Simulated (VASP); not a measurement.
A run of VASP 6.6.1:

Contents of INCAR:

```
PREC     = Accurate       # precision mode
ENCUT    = 520            # plane-wave cutoff, eV
EDIFF    = 1E-7           # SCF threshold, eV
ISMEAR   = 0              # smearing method
SIGMA    = 0.01           # smearing width, eV
LREAL    = F              # projectors in reciprocal space
LASPH    = T              # aspherical terms in the spheres
NELM     = 100            # most SCF steps
ALGO     = Normal         # electronic algorithm
ISIF     = 2              # what is computed and relaxed
LWAVE    = F              # write WAVECAR
LCHARG   = F              # write CHGCAR
GGA      = PE             # functional
NBANDS   = 16             # bands
```

The input KPOINTS:

```
regular mesh
0
Gamma
  6 6 2
```

Contents of POSCAR:

```
Si
1.0
    3.8321295590      0.0000000000      0.0000000000
   -1.9160647795      3.3187215487      0.0000000000
    0.0000000000      0.0000000000      6.2143925232
Si
4
Direct
    0.3333333333      0.6666666667     -0.0007260863
    0.6666666667      0.3333333333      0.4992739137
    0.3333333333      0.6666666667      0.3757260863
    0.6666666667      0.3333333333      0.8757260863
```

Potentials or basis: VASP PAW PBE potentials, release 64 (Si).

Command:

```console
$ cat potpaw_PBE.64/Si/POTCAR > POTCAR
$ mpirun -np 1 vasp_std > vasp.out
```

Hardware: 1 thread of AMD EPYC 9R45 96-Core Processor (Zen 5) (shared host).

Q: Estimate the wall time of this run.

A: Run time: 10 s on 1 thread of AMD EPYC 9R45 96-Core Processor (Zen 5), on a shared host, peak memory 0.15 GiB. Counts: scf iterations 14, k points 14.
